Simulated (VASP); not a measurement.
Runs of VASP 6.6.1 on BN. The structure is that of space group Fmm2 (No. 42), or close to it. The cells are those of the table. 

| task | cell | cutoff (eV) | gap on the mesh (eV) | pressure (GPa) |
| --- | --- | --- | --- | --- |
| relaxation of cell and atoms | relaxed to 6 GPa from a = 4.112, b = 2.502, c = 3.713 Å, angles 80.3, 36.8, 62.9°, 2 atoms | 600 | 2.72 | 6.1 |
| single point | a = 3.776, b = 2.494, c = 3.340 Å, angles 79.2, 40.5, 60.3°, 2 atoms | 520 | 3.00 | 4.3 |
| single point | a = 3.890, b = 2.498, c = 3.467 Å, angles 79.6, 39.2, 61.2°, 2 atoms | 520 | 3.33 | (a) |
| single point | a = 4.166, b = 2.504, c = 3.771 Å, angles 80.4, 36.3, 63.2°, 2 atoms | 520 | 3.87 | 0.3 |
| relaxation of cell and atoms | relaxed from a = 4.112, b = 2.502, c = 3.713 Å, angles 80.3, 36.8, 62.9°, 2 atoms | 600 | 3.79 | 0.0 |
| single point | a = 3.642, b = 2.486, c = 3.193 Å, angles 78.7, 42.0, 59.3°, 2 atoms | 520 | (b) | (c) |
| single point | a = 3.701, b = 2.490, c = 3.258 Å, angles 78.9, 41.3, 59.8°, 2 atoms | 520 | 2.77 | 6.3 |
| relaxation of cell and atoms | relaxed to 4 GPa from a = 4.112, b = 2.502, c = 3.713 Å, angles 80.3, 36.8, 62.9°, 2 atoms | 600 | 2.95 | 4.0 |

Alike in all rows: level PBEsol; potentials or basis VASP PAW PBE potentials, release 64 (B, N); no spin polarisation; k mesh 10 × 10 × 10; smearing gaussian 0.01 eV.

Q: Fill in the values left out.

A: (a) 2.3; (b) 2.57; (c) 8.3.

Caveats: the PAW data sets were made with another functional, which shifts forces and pressure a little; the cell is relaxed towards a set pressure, so the enthalpy falls and the energy may rise (some runs).

A k mesh can miss the band edges.
